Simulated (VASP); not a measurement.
# Ta (I4/mmm) in VASP: further runs, part 2 of 2

VASP 6.6.1. The steps go on from the part before.

## (4) Single point, PBE (18.28 Å³/atom)

This run uses another cell than the first one, of 18.28 Å³/atom.

Contents of INCAR:

```
PREC     = Accurate       # precision mode
ENCUT    = 520            # plane-wave cutoff, eV
EDIFF    = 1E-6           # SCF threshold, eV
ISMEAR   = 0              # smearing method
SIGMA    = 0.15           # smearing width, eV
LREAL    = F              # projectors in reciprocal space
LASPH    = T              # aspherical terms in the spheres
NELM     = 100            # most SCF steps
ALGO     = Normal         # electronic algorithm
ISIF     = 2              # what is computed and relaxed
LWAVE    = F              # write WAVECAR
LCHARG   = F              # write CHGCAR
GGA      = PE             # functional
NBANDS   = 12             # bands
```

Contents of KPOINTS:

```
regular mesh
0
Gamma
  20 20 20
```

Contents of POSCAR:

```
Ta
1.0
   -1.5631985921      1.5631985921      1.8702107956
    1.5631985921     -1.5631985921      1.8702107956
    1.5631985921      1.5631985921     -1.8702107956
Ta
1
Direct
    0.0000000000      0.0000000000      0.0000000000
```

Potentials or basis: VASP PAW PBE potentials, release 64 (Ta_pv).

On the command line:

```bash
$ cat potpaw_PBE.64/Ta_pv/POTCAR > POTCAR
$ mpirun -np 1 vasp_std > vasp.out
```

OUTCAR:

```text
PREC = Accurate
   ENCUT = 520
   EDIFF = 1E-6
   ISMEAR = 0
   LREAL = F
   LASPH = T
   NELM = 100
   ISIF = 2
   GGA = PE

 ion  position               nearest neighbor table
   1  0.000  0.000  0.000-

  LATTYP: Found a body centered tetragonal cell.
 ALAT       =     3.1263971842
 C/A-ratio  =     1.1964000000

  Lattice vectors:

 A1 = (  -1.5631985921,   1.5631985921,   1.8702107956)
 A2 = (   1.5631985921,  -1.5631985921,   1.8702107956)
 A3 = (   1.5631985921,   1.5631985921,  -1.8702107956)

Analysis of symmetry for initial positions (statically):
=====================================================================
 Subroutine PRICEL returns:
 Original cell was already a primitive cell.

 Routine SETGRP: Setting up the symmetry group for a
 body centered tetragonal supercell.

 Subroutine GETGRP returns: Found 16 space group operations
 (whereof 16 operations were pure point group operations)
 out of a pool of 16 trial point group operations.

The static configuration has the point symmetry D_4h.

Analysis of symmetry for dynamics (positions and initial velocities):
=====================================================================
 Subroutine PRICEL returns:
 Original cell was already a primitive cell.

 Routine SETGRP: Setting up the symmetry group for a
 body centered tetragonal supercell.

 Subroutine GETGRP returns: Found 16 space group operations
 (whereof 16 operations were pure point group operations)
 out of a pool of 16 trial point group operations.

The dynamic configuration has the point symmetry D_4h.

 Subroutine INISYM returns: Found 16 space group operations
 (whereof 16 operations are pure point group operations),
 and found     1 'primitive' translations

----------------------------------------------------------------------------------------

                                     Primitive cell

  volume of cell :      18.2801

  direct lattice vectors                    reciprocal lattice vectors
    -1.563198592  1.563198592  1.870210796     0.000000000  0.319856992  0.267349542
     1.563198592 -1.563198592  1.870210796     0.319856992  0.000000000  0.267349542
     1.563198592  1.563198592 -1.870210796     0.319856992  0.319856992  0.000000000

  length of vectors
     2.895663671  2.895663671  2.895663671     0.416874409  0.416874409  0.452346096

  position of ions in fractional coordinates (direct lattice)
     0.000000000  0.000000000  0.000000000

  ion indices of the primitive-cell ions
   primitive index   ion index
                 1           1

----------------------------------------------------------------------------------------

 KPOINTS: regular mesh

Automatic generation of k-mesh.
 Grid dimensions read from file:
 generate k-points for:   20   20   20

 Generating k-lattice:

  Cartesian coordinates                     Fractional coordinates (reciprocal lattice)
     0.000000000  0.015992850  0.013367477     0.050000000  0.000000000  0.000000000
     0.015992850  0.000000000  0.013367477     0.000000000  0.050000000  0.000000000
     0.015992850  0.015992850  0.000000000     0.000000000  0.000000000  0.050000000

  Length of vectors
     0.020843720  0.020843720  0.022617305

  Shift w.r.t. Gamma in fractional coordinates (k-lattice)
     0.000000000  0.000000000  0.000000000

 Subroutine IBZKPT returns following result:
 ===========================================

 Found    641 irreducible k-points:

 Following reciprocal coordinates:
            Coordinates               Weight
  0.000000  0.000000  0.000000      1.000000
  0.050000  0.000000  0.000000      8.000000
  0.100000  0.000000  0.000000      8.000000
  0.150000  0.000000 -0.000000      8.000000
  0.200000  0.000000  0.000000      8.000000
  0.250000  0.000000 -0.000000      8.000000
[... 16 lines left out ...]
 -0.400000  0.050000 -0.000000     16.000000
 -0.350000  0.050000  0.000000     16.000000
 [... further k-points ...]
   k-points           NKPTS =    641   k-points in BZ     NKDIM =    641   number of bands    NBANDS=     12
   number of dos      NEDOS =    301   number of ions     NIONS =      1
   total plane-waves  NPLWV =  13824
   dimension x,y,z NGX =    24 NGY =   24 NGZ =   24
   dimension x,y,z NGXF=    48 NGYF=   48 NGZF=   48
   ions per type =               1
   NGX,Y,Z   is equivalent  to a cutoff of  13.78, 13.78, 13.78 a.u.
   NGXF,Y,Z  is equivalent  to a cutoff of  27.56, 27.56, 27.56 a.u.
 SYSTEM =  unknown system
   PREC   = accura    normal or accurate (medium, high low for compatibility)
   ISTART =      0    job   : 0-new  1-cont  2-samecut
   ICHARG =      2    charge: 1-file 2-atom 10-const
   ISPIN  =      1    spin polarized calculation?
   LNONCOLLINEAR =      F non collinear calculations
   LSORBIT =      F    spin-orbit coupling
   LASPH  =      T    aspherical Exc in radial PAW
   ENCUT  =  520.0 eV  38.22 Ry    6.18 a.u.   5.38  5.38  5.38*2*pi/ulx,y,z
   NELM   =    100;   NELMIN=  2; NELMDL= -5     # of ELM steps
   EDIFF  = 0.1E-05   stopping-criterion for ELM
   LREAL  =      F    real-space projection
[... 7 lines left out ...]
   TEBEG  =    0.0;   TEEND  =   0.0 temperature during run
   PSTRESS=    0.0 pullay stress
   NELECT =      11.0000    total number of electrons
   NUPDOWN=      -1.0000    fix difference up-down
   EMIN   =  10.00;   EMAX   =-10.00  energy-range for DOS
   EFERMI =   0.00;   METHOD = LEGACY
   ISMEAR =     0;   SIGMA  =   0.15  broadening in eV -4-tet -1-fermi 0-gaus
   EFERMI_NEDOS =   21; number of points for ismear=-14 and -15
   IALGO  =     38    algorithm
   IMIX   =      4    mixing-type and parameters
     AMIX     =   0.40;   BMIX     =  1.00
     AMIX_MAG =   1.60;   BMIX_MAG =  1.00
  volume/ion in A,a.u.               =      18.28       123.36
  Fermi-wavevector in a.u.,A,eV,Ry     =   1.382121  2.611830 25.990649  1.910259
  Thomas-Fermi vector in A             =   2.506842
   LORBIT       =      0    0 simple, 1 ext, 2 COOP (PROOUT), +10 PAW based schemes
   GGA     = PE    functional components
   LHFCALC =     F    Hartree Fock is set to
   AEXX    =    0.0000 exact exchange contribution
   IVDW    =     0    specifies the selected vdW correction
   LEPSILON=     F    determine dielectric tensor
   LRPA    =     F    only Hartree local field effects (RPA)
 non-spin polarized calculation
 Gauss-broadening in eV      SIGMA  =   0.15
  energy-cutoff  :      520.00
  volume of cell :       18.28
 maximum number of plane-waves:       512
 NGX is ok and might be reduce to    24
   NGX = 11   NGY = 11   NGZ = 11

 number of electron      11.0000000 magnetization

 Free energy of the ion-electron system (eV)
  ---------------------------------------------------
  ext. energy  EPLUGINS =         0.00000000
  ---------------------------------------------------
  free energy    TOTEN  =       -11.70716767 eV

  energy without entropy =      -11.69211151  energy(sigma->0) =      -11.69963959

 E-fermi :   5.5345     XC(G=0): -12.5417

 val. band max:        5.5343735174   @ k =  -0.2500   0.5000   0.1500
 cond. band min:       5.5353084487   @ k =  -0.2000   0.2500   0.2000
 fundamental gap:      0.0009349313
 Fermi energy:         5.5344561235

 k-point     1 :       0.0000    0.0000    0.0000
  band No.  band energies     occupation
      1     -27.7713      2.00000
      2     -27.7560      2.00000
      3     -27.7560      2.00000
      4      -2.4929      2.00000
      5       5.7701      0.02633
      6       5.7701      0.02633
      7       7.7102      0.00000
      8       7.7119      0.00000
      9      10.1566      0.00000
     10      18.7366      0.00000
     11      20.0077      0.00000
     12      21.6460      0.00000

 k-point     2 :       0.0500    0.0000    0.0000
  band No.  band energies     occupation
      1     -27.7945      2.00000
      2     -27.7634      2.00000
      3     -27.7629      2.00000
      4      -2.3873      2.00000
      5       5.7518      0.04048
      6       5.8111      0.00910
      7       7.6718      0.00000
      8       7.6975      0.00000
      9      10.0895      0.00000
     10      18.9573      0.00000
     11      20.0071      0.00000
     12      21.6750      0.00000
[... 316 lines left out ...]
 k-point    24 :      -0.3500    0.0500    0.0000
  band No.  band energies     occupation
      1     -28.6073      2.00000
      2     -27.9606      2.00000
      3     -27.8062      2.00000
      4       0.6279      2.00000
      5       5.1214      1.99990
      6       5.1999      1.99839
      7       7.6424      0.00000
      8      10.0589      0.00000
      9      10.4433      0.00000
     10      18.0282      0.00000
     11      19.9894      0.00000
     12      20.3406      0.00000

 [... further k-points ...]

------------------------ aborting loop because EDIFF is reached ----------------------------------------

  FORCE on cell =-STRESS in cart. coord.  units (eV):
  Direction    XX          YY          ZZ          XY          YZ          ZX
  --------------------------------------------------------------------------------------
  -------------------------------------------------------------------------------------
  Total        0.8571782      0.8571782     -0.7994738      0.0000000      0.0000000      0.0000000
  in kB       75.1281745     75.1281745    -70.0706185      0.0000000      0.0000000      0.0000000
  external PRESSURE =      26.7285768 kB  Pullay stress =       0.0000000 kB

 VOLUME and BASIS-vectors are now :
 -----------------------------------------------------------------------------
  energy-cutoff  :      520.00
  volume of cell :       18.28
      direct lattice vectors                 reciprocal lattice vectors
    -1.563198592  1.563198592  1.870210796     0.000000000  0.319856992  0.267349542
     1.563198592 -1.563198592  1.870210796     0.319856992  0.000000000  0.267349542
     1.563198592  1.563198592 -1.870210796     0.319856992  0.319856992  0.000000000

 POSITION                                       TOTAL-FORCE (eV/Angst)
 -----------------------------------------------------------------------------------
      0.00000      0.00000      0.00000        -0.000000      0.000000      0.000000
 -----------------------------------------------------------------------------------
    total drift:                               -0.000000      0.000000      0.000000

  FREE ENERGIE OF THE ION-ELECTRON SYSTEM (eV)
  ---------------------------------------------------
  free  energy   TOTEN  =       -11.7071676683 eV

  energy  without entropy=      -11.6921115083  energy(sigma->0) =      -11.69963959
```

Run time: 44 s. Hardware: 1 thread of Intel Xeon Platinum 8559C (Emerald Rapids), shared host; peak memory 0.26 GiB.

What came out:

```yaml
Free_energy: -11.7072 eV
Pressure: 2.7 GPa
Band_gap_on_the_k_mesh: zero (an odd number of electrons rules out a gap without spin polarisation)
```

Caveat: spin-orbit coupling is left out, which moves the levels of the heavy elements.

## (5) Single point, PBE (18.65 Å³/atom)

This run uses another cell than the first one, of 18.65 Å³/atom.

Contents of INCAR:

```
ALGO     = Normal         # electronic algorithm
EDIFF    = 1E-6           # SCF threshold, eV
ENCUT    = 520            # plane-wave cutoff, eV
GGA      = PE             # functional
ISIF     = 2              # what is computed and relaxed
ISMEAR   = 0              # smearing method
LASPH    = T              # aspherical terms in the spheres
LCHARG   = F              # write CHGCAR
LREAL    = F              # projectors in reciprocal space
LWAVE    = F              # write WAVECAR
NBANDS   = 12             # bands
NELM     = 80             # most SCF steps
PREC     = Accurate       # precision mode
SIGMA    = 0.15           # smearing width, eV
```

Contents of KPOINTS:

```
k-points
0
Gamma
  20 20 20
```

Contents of POSCAR:

```
Ta
1.0
   -1.5425145082      1.5425145082      1.9591476769
    1.5425145082     -1.5425145082      1.9591476769
    1.5425145082      1.5425145082     -1.9591476769
Ta
1
Direct
    0.0000000000      0.0000000000      0.0000000000
```

On the command line:

```bash
$ cat potpaw_PBE.64/Ta_pv/POTCAR > POTCAR
$ mpirun -np 1 vasp_std > vasp.out
```

It took 46 s on 1 thread of Intel Xeon Platinum 8559C (Emerald Rapids), shared host; peak memory 0.25 GiB.

It converged, with:

```
Free energy            : -11.6442 eV
Pressure               : 0.2 GPa
Band gap on the k mesh : zero (an odd number of electrons rules out a gap without spin polarisation)
```

Stress tensor (GPa, compression positive):
```
 4.70  0.00  0.00
 0.00  4.70  0.00
 0.00  0.00 -8.83
```

Levels at points of the mesh, in eV from the Fermi level:
```csv
k point,band 1,band 2,band 3,band 4,band 5,band 6,band 7,band 8,band 9,band 10
"(0.00, 0.00, 0.00)",-33.49,-33.48,-33.48,-8.06,0.21,0.21,1.51,2.58,4.29,12.76
"(0.50, 0.00, 0.00)",-34.53,-33.70,-33.55,-4.54,-0.42,0.83,1.17,5.41,6.41,10.33
"(0.50, 0.50, 0.00)",-34.46,-33.90,-33.70,-4.38,-3.08,2.40,5.64,5.90,7.17,11.13
"(0.50, 0.50, 0.50)",-34.46,-33.98,-33.98,-4.21,-3.45,4.41,5.90,6.60,6.60,10.20
```

Caveat: spin-orbit coupling is left out, which moves the levels of the heavy elements.

## (6) The runs side by side

| cell | gap on the mesh (eV) | pressure (GPa) |
| --- | --- | --- |
| a = 2.864 Å, angles 112.9, 112.9, 102.9°, 1 atom | none | 5.5 |
| a = 2.935 Å, angles 118.4, 118.4, 92.7°, 1 atom | none | 5.6 |
| a = 2.896 Å, angles 114.7, 114.7, 99.5°, 1 atom | none | 2.7 |
| a = 2.932 Å, angles 116.5, 116.5, 96.1°, 1 atom | none | 0.2 |

Alike in all rows: task single point; level PBE; potentials or basis VASP PAW PBE potentials, release 64 (Ta_pv); no spin polarisation; k mesh 20 × 20 × 20; cutoff (eV) 520; smearing gaussian 0.15 eV.

Caveats: spin-orbit coupling is left out, which moves the levels of the heavy elements; the cell stands under pressure (at least some runs).

Total energies depend on the potentials used, so only differences within one code and one set of settings carry meaning.
